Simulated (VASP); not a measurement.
CsCl:

```xyz
2
Lattice="4.1368 0.0000 0.0000 0.0000 4.1368 0.0000 0.0000 0.0000 4.1368" Properties=species:S:1:pos:R:3 pbc="T T T"
Cs    0.0000    0.0000    0.0000
Cl    2.0684    2.0684    2.0684
```

Base run:

```yaml
Program: VASP 6.6.1
Functional: HSE06
Potentials_or_basis: VASP PAW PBE potentials, release 64 (Cs_sv, Cl)
Cutoff: 400 eV
k_mesh: 4 × 4 × 4
Occupations: gaussian, width 0.01 eV
Spin: no spin polarisation
```

Its results: band gap on the k mesh 6.53 eV; pressure 0.5 GPa.

Task: The run is repeated on the same cell with these changes: functional from HSE06 to r2SCAN0; cutoff from 400 eV to 440 eV. What comes out?

Result: Band gap on the k mesh 7.72 eV; pressure -0.2 GPa.

Caveats: the PAW data sets were made with another functional, which shifts forces and pressure a little; spin-orbit coupling is left out, which moves the levels of the heavy elements.

A k mesh can miss the band edges.
